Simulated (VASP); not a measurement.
The system is Ni.

```
Ni
1.0
     0.00000    1.75860    1.75860
     1.75860    0.00000    1.75860
     1.75860    1.75860    0.00000
Ni
1
Cartesian
  0.0000 0.0000 0.0000
```

Base run:

| Quantity | Value |
| --- | --- |
| Program | VASP 6.6.1 |
| Functional | PBE |
| Potentials or basis | VASP PAW PBE potentials, release 64 (Ni) |
| Cutoff | 520 eV |
| k mesh | 15 × 15 × 15 |
| Occupations | fermi-dirac, width 0.05 eV |
| Spin | collinear spin, ferromagnetic start |
| Starting moments | [1.45] μB |
| Fixed moment | 1.45 μB |

Its results: pressure 11.0 GPa; net moment 1.45 μB per cell; site moments Ni +1.40 μB.

Q: The run is repeated on the same cell with these changes: fixed moment from 1.45 μB to none; moments at the start from [1.45] to [2.0]. What comes out?

A: Pressure 0.3 GPa; net moment 0.64 μB per cell; site moments Ni +0.66 μB.

Caveats: the total moment is fixed, so each spin has its own Fermi level (some runs).
